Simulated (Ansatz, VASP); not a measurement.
# BN: VASP beside Ansatz

POSCAR

```
BN
1.0
    0.0000000000      1.7458259401      1.6585346431
    1.7458259401      0.0000000000      1.6585346431
    1.7458259401      1.7458259401      0.0000000000
B N
1 1
Direct
    0.0000000000      0.0000000000      0.0000000000
    0.5000000000      0.5000000000      0.5000000000
```

Contents of INCAR.step1:

```
SYSTEM = BN
PREC = Accurate
ENCUT = 520
EDIFF = 1E-5
ISMEAR = 0
SIGMA = 0.01
LREAL = .FALSE.
LASPH = .TRUE.
NELM = 80
ALGO = Normal
ISIF = 2
LWAVE = .TRUE.
GGA = PE
NBANDS = 11
```

The input INCAR.step2:

```
SYSTEM = BN
PREC = Accurate
ENCUT = 520
EDIFF = 1E-6
ISMEAR = 0
SIGMA = 0.01
LREAL = .FALSE.
LASPH = .TRUE.
NELM = 80
ALGO = Normal
ISIF = 2
LWAVE = .FALSE.
LCHARG = .TRUE.
GGA = PE
LHFCALC = .TRUE.
HFSCREEN = 0.2079
PRECFOCK = Normal
LELF = .TRUE.
LVHAR = .TRUE.
ISTART = 1
NBANDS = 11
```

The input KPOINTS:

```
regular mesh
0
G
  8 8 8
  0 0 0
```

Input for Ansatz:

```yaml
crystal:
  lattice:
    - [0.0, 1.7458259401, 1.6585346431]
    - [1.7458259401, 0.0, 1.6585346431]
    - [1.7458259401, 1.7458259401, 0.0]
  atoms:
    - { symbol: B, position: [0.0, 0.0, 0.0] }
    - { symbol: "N", position: [0.5, 0.5, 0.5] }
kpoints:
  mp_grid: { grid: [8, 8, 8] }
  band_path:
    path:
      - [0.0, 0.0, 0.0]
      - [0.5, 0.0, 0.5]
      - [0.625, 0.25, 0.625]
      - [0.375, 0.375, 0.75]
      - [0.5, 0.5, 0.5]
      - [0.5, 0.25, 0.75]
      - [0.145833, 0.145833, 0.291667]
      - [0.5, 0.5, 0.0]
    npoints: 1
hamiltonian:
  xc: hse06
scf:
  occupations: { method: fixed }
  n_extra_bands: 4
output:
  forces: true
  stress: true
  eigenvalues: true
```

Change from the starting cell: uniaxial_z strain -5.0%.

Alike in both runs: task single point; functional HSE06; k mesh 8 × 8 × 8; no spin polarisation.

|  | VASP | Ansatz |
| --- | --- | --- |
| version | VASP 6.6.1 | Ansatz 0.2.0 |
| potentials or method | VASP PAW PBE potentials, release 64 (B, N) | plane waves, PAW |
| plane-wave cutoff (eV) | 520 | 420 |
| occupations | gaussian, width 0.01 eV | fixed |
| valence electrons in the cell | 8 | 8 |

|  | VASP | Ansatz | Ansatz less VASP |
| --- | --- | --- | --- |
| gap on the k mesh at the Fermi level (eV) | 1.80 | 1.81 | +0.014 |
| pressure (GPa) | 16.2 | 15.8 | -0.47 |
| traceless stress, the component that is largest in VASP (GPa) | 11.77 | 11.48 | -0.283 |

Ansatz's warnings: stress exchange threshold loose, stress scf threshold loose.
